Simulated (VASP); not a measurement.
# Tl (Pm-3m) in VASP: further runs, part 2 of 2

VASP 6.6.1.

**4. Relaxation of cell and atoms, PBEsol**

This run uses another cell than the first one, of 30.28 Å³/atom.

The input, INCAR:

```
SYSTEM = Tl
PREC = Accurate
ENCUT = 600
EDIFF = 1E-6
ISMEAR = -1
SIGMA = 0.1
LREAL = .FALSE.
LASPH = .TRUE.
NELM = 80
ALGO = Normal
ISIF = 3
LWAVE = .FALSE.
LCHARG = .FALSE.
GGA = PS
IBRION = 2
NSW = 80
EDIFFG = -0.01
```

The input, KPOINTS:

```
regular mesh
0
G
  10 10 10
  0 0 0
```

The input, POSCAR:

```
Tl
1.0
    3.1168762379      0.0000000000      0.0000000000
    0.0000000000      3.1168762379      0.0000000000
    0.0000000000      0.0000000000      3.1168762379
Tl
1
Direct
    0.0000000000      0.0000000000      0.0000000000
```

Potentials or basis: VASP PAW PBE potentials, release 64 (Tl_d).

Launch:

```console
$ cat potpaw_PBE.64/Tl_d/POTCAR > POTCAR
$ mpirun -np 1 vasp_std > vasp.out
```

OUTCAR:

```text
SYSTEM = Tl
   PREC = Accurate
   ENCUT = 600
   EDIFF = 1E-6
   ISMEAR = -1
   LREAL = .FALSE.
   LASPH = .TRUE.
   NELM = 80
   ISIF = 3
   GGA = PS
   IBRION = 2
   NSW = 80
   EDIFFG = -0.01

 ion  position               nearest neighbor table
   1  0.000  0.000  0.000-

  LATTYP: Found a simple cubic cell.
 ALAT       =     3.1168762379

  Lattice vectors:

 A1 = (   3.1168762379,   0.0000000000,   0.0000000000)
 A2 = (   0.0000000000,   3.1168762379,   0.0000000000)
 A3 = (   0.0000000000,   0.0000000000,   3.1168762379)

Analysis of symmetry for initial positions (statically):
=====================================================================
 Subroutine PRICEL returns:
 Original cell was already a primitive cell.

 Routine SETGRP: Setting up the symmetry group for a
 simple cubic supercell.

 Subroutine GETGRP returns: Found 48 space group operations
 (whereof 48 operations were pure point group operations)
 out of a pool of 48 trial point group operations.

The static configuration has the point symmetry O_h .

Analysis of symmetry for dynamics (positions and initial velocities):
=====================================================================
 Subroutine PRICEL returns:
 Original cell was already a primitive cell.

 Routine SETGRP: Setting up the symmetry group for a
 simple cubic supercell.

 Subroutine GETGRP returns: Found 48 space group operations
 (whereof 48 operations were pure point group operations)
 out of a pool of 48 trial point group operations.

The dynamic configuration has the point symmetry O_h .

 Subroutine INISYM returns: Found 48 space group operations
 (whereof 48 operations are pure point group operations),
 and found     1 'primitive' translations

----------------------------------------------------------------------------------------

                                     Primitive cell

  volume of cell :      30.2802

  direct lattice vectors                    reciprocal lattice vectors
     3.116876238  0.000000000  0.000000000     0.320834041  0.000000000  0.000000000
     0.000000000  3.116876238  0.000000000     0.000000000  0.320834041  0.000000000
     0.000000000  0.000000000  3.116876238     0.000000000  0.000000000  0.320834041
[... 93 lines left out ...]
   NELECT =      13.0000    total number of electrons
   NUPDOWN=      -1.0000    fix difference up-down
   EMIN   =  10.00;   EMAX   =-10.00  energy-range for DOS
   EFERMI =   0.00;   METHOD = LEGACY
   ISMEAR =    -1;   SIGMA  =   0.10  broadening in eV -4-tet -1-fermi 0-gaus
   EFERMI_NEDOS =   21; number of points for ismear=-14 and -15
   IALGO  =     38    algorithm
   IMIX   =      4    mixing-type and parameters
     AMIX     =   0.40;   BMIX     =  1.00
     AMIX_MAG =   1.60;   BMIX_MAG =  1.00
  volume/ion in A,a.u.               =      30.28       204.34
  Fermi-wavevector in a.u.,A,eV,Ry     =   1.235008  2.333826 20.752210  1.525244
  Thomas-Fermi vector in A             =   2.369675
   LORBIT       =      0    0 simple, 1 ext, 2 COOP (PROOUT), +10 PAW based schemes
   GGA     = PS    functional components
   LHFCALC =     F    Hartree Fock is set to
   AEXX    =    0.0000 exact exchange contribution
   IVDW    =     0    specifies the selected vdW correction
   LEPSILON=     F    determine dielectric tensor
   LRPA    =     F    only Hartree local field effects (RPA)
 conjugate gradient relaxation of ions
 non-spin polarized calculation
  energy-cutoff  :      600.00
  volume of cell :       30.28
 maximum number of plane-waves:      1064
 NGX is ok and might be reduce to    28
   NGX = 13   NGY = 13   NGZ = 13

--------------------------------------- Ionic step        1  -------------------------------------------

 number of electron      12.9999999 magnetization

 Free energy of the ion-electron system (eV)
  ---------------------------------------------------
  ext. energy  EPLUGINS =         0.00000000
  ---------------------------------------------------
  free energy    TOTEN  =        -2.49381825 eV

  energy without entropy =       -2.47559240  energy(sigma->0) =       -2.48470532

 E-fermi :   5.9092     XC(G=0): -10.0004

 val. band max:        5.8853672001   @ k =   0.4000   0.3000   0.2000
 cond. band min:       5.9238381696   @ k =   0.3000   0.0000   0.0000
 fundamental gap:      0.0384709695
 Fermi energy:         5.9091598045

 k-point     1 :       0.0000    0.0000    0.0000
  band No.  band energies     occupation
      1      -6.4713      2.00000
      2      -6.4713      2.00000
      3      -5.2856      2.00000
      4      -5.2856      2.00000
      5      -5.2856      2.00000
      6      -4.1740      2.00000
      7      12.8802      0.00000
      8      12.8802      0.00000
      9      12.8802      0.00000
     10      15.9258      0.00000
[... 368 lines left out ...]
--------------------------------------- Ionic step        3  -------------------------------------------

 number of electron      13.0000000 magnetization

 Free energy of the ion-electron system (eV)
  ---------------------------------------------------
  ext. energy  EPLUGINS =         0.00000000
  ---------------------------------------------------
  free energy    TOTEN  =        -2.49525829 eV

  energy without entropy =       -2.47656376  energy(sigma->0) =       -2.48591103

 E-fermi :   5.7051     XC(G=0):  -9.8955

 val. band max:        5.6778229902   @ k =   0.4000   0.3000   0.2000
 cond. band min:       5.7106901614   @ k =   0.3000   0.0000   0.0000
 fundamental gap:      0.0328671712
 Fermi energy:         5.7050792629

 k-point     1 :       0.0000    0.0000    0.0000
  band No.  band energies     occupation
      1      -6.6231      2.00000
      2      -6.6231      2.00000
      3      -5.4963      2.00000
      4      -5.4963      2.00000
      5      -5.4963      2.00000
      6      -4.2483      2.00000
      7      12.5723      0.00000
      8      12.5723      0.00000
      9      12.5723      0.00000
     10      15.5357      0.00000
[... 327 lines left out ...]
  FREE ENERGIE OF THE ION-ELECTRON SYSTEM (eV)
  ---------------------------------------------------
  free  energy   TOTEN  =        -2.4952582929 eV

  energy  without entropy=       -2.4765637599  energy(sigma->0) =       -2.48591103

 reached required accuracy - stopping structural energy minimisation
```

CONTCAR:

```text
Tl
   1.00000000000000
     3.1394103750347431   -0.0000000000000000   -0.0000000000000000
     0.0000000000000000    3.1394103750347431   -0.0000000000000000
     0.0000000000000000   -0.0000000000000000    3.1394103750347431
  Tl
     1
Direct
     0.0000000000000000    0.0000000000000000    0.0000000000000000

  0.00000000E+00  0.00000000E+00  0.00000000E+00
```

Run time: 37 s. Hardware: 1 thread of Intel Xeon 8259CL, shared host; peak memory 0.18 GiB.

Results:

```
Free energy                           : -2.4953 eV
Relaxed volume                        : 30.94 Å³/atom
Relaxed cell                          : a = 3.139 Å, b = 3.139 Å, c = 3.139 Å, α = 90.00°, β = 90.00°, γ = 90.00°
Space group after relaxing (to 0.1 Å) : Pm-3m (No. 221)
Energy gained by relaxing             : 1.4 meV/atom
Ionic steps                           : 3
Pressure after relaxing               : 0.0 GPa
Band gap on the k mesh                : zero (an odd number of electrons rules out a gap without spin polarisation)
```

The path:
| step | energy change (eV) | largest force (eV/Å) | pressure (GPa) | volume (Å³) |
| --- | --- | --- | --- | --- |
| 1 | 0.0000 | 0.0000 | 0.72 | 30.28 |
| 2 | -0.0014 | 0.0000 | 0.06 | 30.88 |
| 3 | -0.0014 | 0.0000 | -0.01 | 30.94 |

Final structure:
```
CELL_PARAMETERS angstrom
3.13941 0.00000 0.00000
0.00000 3.13941 0.00000
0.00000 0.00000 3.13941
ATOMIC_POSITIONS crystal
Tl 0.00000 0.00000 0.00000
```

Caveat: the PAW data sets were made with another functional, which shifts forces and pressure a little; spin-orbit coupling is left out, which moves the levels of the heavy elements.

**5. Single point, PBEsol**

This run uses another cell than the first one, of 30.94 Å³/atom.

The input, INCAR:

```
PREC = Accurate
ENCUT = 520
EDIFF = 1E-6
ISMEAR = -1
SIGMA = 0.1
LREAL = False
LASPH = True
NELM = 60
ALGO = Normal
ISIF = 2
LWAVE = False
LCHARG = False
GGA = PS
NBANDS = 12
```

The input, KPOINTS:

```
Automatic mesh
0
Gamma
  16 16 16
```

The input, POSCAR:

```
Tl
1.0
    3.1394423914      0.0000000000      0.0000000000
    0.0000000000      3.1394423914      0.0000000000
    0.0000000000      0.0000000000      3.1394423914
Tl
1
Direct
    0.0000000000      0.0000000000      0.0000000000
```

Launch:

```console
$ cat potpaw_PBE.64/Tl_d/POTCAR > POTCAR
$ mpirun -np 1 vasp_std > vasp.out
```

Wall time 28 s (1 thread of Intel Xeon 8259CL, shared host); peak memory 0.18 GiB.

It converged, with:

- Free energy: -2.4910 eV
- Pressure: 0.1 GPa
- Band gap on the k mesh: zero (an odd number of electrons rules out a gap without spin polarisation)

Levels at points of the mesh, in eV from the Fermi level:
```csv
k point,band 2,band 3,band 4,band 5,band 6,band 7,band 8,band 9,band 10,band 11
"(0.00, 0.00, 0.00)",-12.27,-11.14,-11.14,-11.14,-9.90,6.92,6.92,6.92,9.89,11.55
"(0.50, 0.00, 0.00)",-11.68,-11.47,-11.47,-11.11,-6.44,-3.17,9.87,9.87,11.85,12.02
"(0.50, 0.50, 0.00)",-11.91,-11.42,-11.42,-10.81,-3.45,-0.56,-0.56,4.65,13.42,14.27
"(0.50, 0.50, 0.50)",-11.89,-11.89,-10.79,-10.79,-0.34,2.00,2.00,2.00,7.03,8.02
```

Caveat: the PAW data sets were made with another functional, which shifts forces and pressure a little; spin-orbit coupling is left out, which moves the levels of the heavy elements.

**6. The runs side by side**

| task | cell | k mesh | cutoff (eV) | gap on the mesh (eV) | pressure (GPa) |
| --- | --- | --- | --- | --- | --- |
| single point | a = 3.221 Å, 1 atom | 11 × 11 × 11 | 520 | none | -1.8 |
| single point | a = 3.260 Å, 1 atom | 11 × 11 × 11 | 520 | none | -2.5 |
| relaxation of cell and atoms | relaxed from a = 3.117 Å, 1 atom | 10 × 10 × 10 | 600 | none | 0.0 |
| single point | a = 3.139 Å, 1 atom | 16 × 16 × 16 | 520 | none | 0.1 |

Alike in all rows: level PBEsol; potentials or basis VASP PAW PBE potentials, release 64 (Tl_d); no spin polarisation; smearing fermi-dirac 0.1 eV.

Caveats: the PAW data sets were made with another functional, which shifts forces and pressure a little; spin-orbit coupling is left out, which moves the levels of the heavy elements.

Total energies depend on the potentials used, so only differences within one code and one set of settings carry meaning.
